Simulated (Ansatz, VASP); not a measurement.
**CoSi3: VASP beside Ansatz**

```xyz
4
Lattice="3.7672 0.0000 0.0000 0.0000 3.7672 0.0000 0.0000 0.0000 3.7672" Properties=species:S:1:pos:R:3 pbc="T T T"
Co    0.0000    0.0000    0.0000
Si    0.0000    1.8836    1.8836
Si    1.8836    0.0000    1.8836
Si    1.8836    1.8836    0.0000
```

Alike in both runs: task single point; functional PBE; k mesh 6 × 6 × 6; occupations gaussian, width 0.1 eV; collinear spin.

```csv
,VASP,Ansatz
version,VASP 6.6.1,Ansatz 0.2.0
potentials or method,"VASP PAW PBE potentials, release 64 (Co, Si), cutoff 520 eV","scalar-relativistic, plane waves, PAW"
valence electrons in the cell,21,29
```

```csv
,VASP,Ansatz,Ansatz less VASP
gap on the k mesh at the Fermi level (eV),none,none,-
pressure (GPa),-7.3,-7.3,+0.06
net moment per atom (μB),0.19,0.20,+0.009
size of the moment on the site where the two differ most (μB),0.69,0.73,+0.040
```

Site moments also hang on the region over which each program counts them. A gap of «none» marks a metal or a gap that the smearing closes. VASP's potentials hold 21 valence electrons a cell and Ansatz's 29, so a difference there can come from the potentials and not from the codes.
